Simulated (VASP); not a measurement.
A run of VASP 6.6.1 is set up as follows.

INCAR

```
PREC = Accurate ; ENCUT = 520
EDIFF = 1E-6 ; ISMEAR = 0
SIGMA = 0.1 ; LREAL = False
LASPH = True ; NELM = 60
ALGO = Fast ; ISIF = 2
LWAVE = False ; LCHARG = False
GGA = PS ; NBANDS = 50
```

Contents of KPOINTS:

```
Automatic mesh
0
Gamma
  6 6 4
```

File POSCAR:

```
Ti3Si
1.0
    5.6313135898      0.0000000000      0.0000000000
   -2.8156567949      4.8768606255      0.0000000000
    0.0000000000      0.0000000000      4.5054524700
Ti Si
6 2
Direct
    0.3435999600      0.1717999800      0.7500000000
    0.8282000200      0.1717999800      0.7500000000
    0.8282000200      0.6564000400      0.7500000000
    0.6564000400      0.8282000200      0.2500000000
    0.1717999800      0.8282000200      0.2500000000
    0.1717999800      0.3435999600      0.2500000000
    0.3333333300      0.6666666700      0.7500000000
    0.6666666700      0.3333333300      0.2500000000
```

Potentials or basis: VASP PAW PBE potentials, release 64 (Ti_sv, Si).

Launch:

```sh
$ cat potpaw_PBE.64/Ti_sv/POTCAR potpaw_PBE.64/Si/POTCAR > POTCAR
$ mpirun -np 1 vasp_std > vasp.out
```

Task: Predict the pressure.

Result: -3.4 GPa.

Task: What does it give for the largest force?

Result: 0.010 eV/Å.

Task: Estimate the band gap on the k mesh.

Result: Zero (band 40 reaches 9.54 eV, above the bottom of band 41 at 9.32 eV).

Stress tensor (GPa, compression positive):
```
-3.27  0.00  0.00
 0.00 -3.27  0.00
 0.00  0.00 -3.73
```

Caveat: the PAW data sets were made with another functional, which shifts forces and pressure a little.
